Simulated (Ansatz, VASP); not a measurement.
# Two plane-wave programs on NaHF2

```
Na H F
1.0
     1.75385    1.01259    3.58223
    -1.75385    1.01259    3.58223
     0.00000   -2.02517    3.58223
Na H F
1 1 2
Direct
  0.00000 0.00000 0.00000
  0.50000 0.50000 0.50000
  0.41688 0.41688 0.41688
  0.58312 0.58312 0.58312
```

Alike in both runs: task single point; functional PBEsol; dispersion D3(BJ); k mesh 9 × 9 × 9; occupations gaussian, width 0.05 eV; no spin polarisation.

```csv
,VASP,Ansatz
version,VASP 6.6.1,Ansatz 0.2.0
potentials or method,"VASP PAW PBE potentials, release 64 (Na_pv, H, F), cutoff 520 eV","scalar-relativistic, plane waves, PAW"
valence electrons in the cell,22,24
```

```tsv
	VASP	Ansatz	Ansatz less VASP
gap on the k mesh at the Fermi level (eV)	6.16	6.16	0.000
least direct gap on the mesh (eV)	6.16	6.16	0.000
rms of the force components (eV/Å)	7.111	6.798	-0.3130
```

VASP's potentials were made for PBE, not for PBEsol. Atom by atom the forces differ by 0.313 eV/Å (rms over components). VASP's potentials hold 22 valence electrons a cell and Ansatz's 24, so a difference there can come from the potentials and not from the codes.
